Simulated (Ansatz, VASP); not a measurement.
# Sr in VASP and in Ansatz

```
CELL_PARAMETERS angstrom
-2.42500 2.42500 2.42500
2.42500 -2.42500 2.42500
2.42500 2.42500 -2.42500
ATOMIC_POSITIONS crystal
Sr 0.00000 0.00000 0.00000
```

Alike in both runs: task relaxation of cell and atoms; functional PBE; k mesh 12 × 12 × 12; occupations gaussian, width 0.1 eV; no spin polarisation.

```csv
,VASP,Ansatz
version,VASP 6.6.1,Ansatz 0.2.0
potentials or method,"VASP PAW PBE potentials, release 64 (Sr_sv), cutoff 600 eV","scalar-relativistic, plane waves, PAW"
valence electrons in the cell,10,10
```

VASP gave:

| Property | Result |
| --- | --- |
| gap on the k mesh at the Fermi level, each at its own relaxed structure (eV) | none |
| relaxed volume (Å³/atom) | 53.91 |
| relaxed cell length with the largest relative difference (Å) | 4.122 |

Problem. What did Ansatz give for the same quantities?

Solution. gap on the k mesh at the Fermi level, each at its own relaxed structure (eV): none; relaxed volume (Å³/atom): 53.60; relaxed cell length with the largest relative difference (Å): 4.114.

A gap of «none» marks a metal or a gap that the smearing closes.
